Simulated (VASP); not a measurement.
The system is SbO4.

```xyz
5
Lattice="3.9674 0.0000 0.0000 -1.9837 3.4359 0.0000 0.0000 0.0000 5.0601" Properties=species:S:1:pos:R:3 pbc="T T T"
Sb    0.0000    0.0000    0.0000
O     0.0000    2.2906    3.3619
O     0.0000    2.2906    1.6982
O     1.9837    1.1453    1.6982
O     1.9837    1.1453    3.3619
```

The cell was generated, and may not be a known phase.

- Program: VASP 6.6.1
- Task: relaxation of cell and atoms
- Functional: PBE
- Potentials or basis: VASP PAW PBE potentials, release 64 (Sb, O)
- Cutoff: 600 eV
- k mesh: 6 × 6 × 4
- Occupations: gaussian, width 0.1 eV
- Spin: no spin polarisation

At the start: pressure -14.3 GPa; volume 13.80 Å³/atom.

Where does the relaxation end?

Over 16 steps the energy falls by 772.6 meV/atom and the volume is 11.60 Å³/atom (-15.9 %); space group P6/mmm (No. 191, to 0.1 Å) before and after.

The path:
| step | energy change (eV) | largest force (eV/Å) | pressure (GPa) | volume (Å³) |
| --- | --- | --- | --- | --- |
| 1 | 0.0000 | 2.8896 | -14.27 | 68.98 |
| 2 | -0.0902 | 17.8018 | 48.49 | 56.45 |
| 3 | -1.0857 | 2.8573 | -11.36 | 65.89 |
| 4 | -1.9606 | 2.1342 | -6.80 | 63.71 |
| 5 | -2.6163 | 1.9481 | 7.98 | 60.10 |
| 6 | -2.6187 | 1.0641 | 5.14 | 60.60 |
| 7 | -2.6227 | 1.3534 | 6.05 | 60.43 |
| 8 | -3.3430 | 1.2717 | 0.43 | 62.24 |
| 9 | -3.6497 | 1.7155 | -2.33 | 64.00 |
| 10 | -3.6821 | 1.5628 | -2.19 | 63.63 |
| 11 | -3.2419 | 3.0603 | -13.75 | 62.64 |
| 12 | -3.7481 | 0.1135 | -6.04 | 63.40 |
| 13 | -3.8586 | 0.0351 | -1.44 | 59.00 |
| 14 | -3.8619 | 0.0341 | -0.37 | 58.21 |
| 15 | -3.8619 | 0.0343 | -0.23 | 58.11 |
| 16 | -3.8629 | 0.0057 | 0.03 | 57.99 |

Final structure:
```
Sb O
1.0
     4.28624    0.00000    0.00000
    -2.14312    3.71199    0.00000
     0.00000    0.00000    3.64489
Sb O
1 4
Direct
  0.00000 0.00000 0.00000
  0.33333 0.66667 0.68115
  0.33333 0.66667 0.31885
  0.66667 0.33333 0.31885
  0.66667 0.33333 0.68115
```

Caveat: the volume moved by over 15 % at a fixed basis, so the end points are rough; an odd number of electrons without spin polarisation forces a metal; a magnetic or distorted state may lie lower.
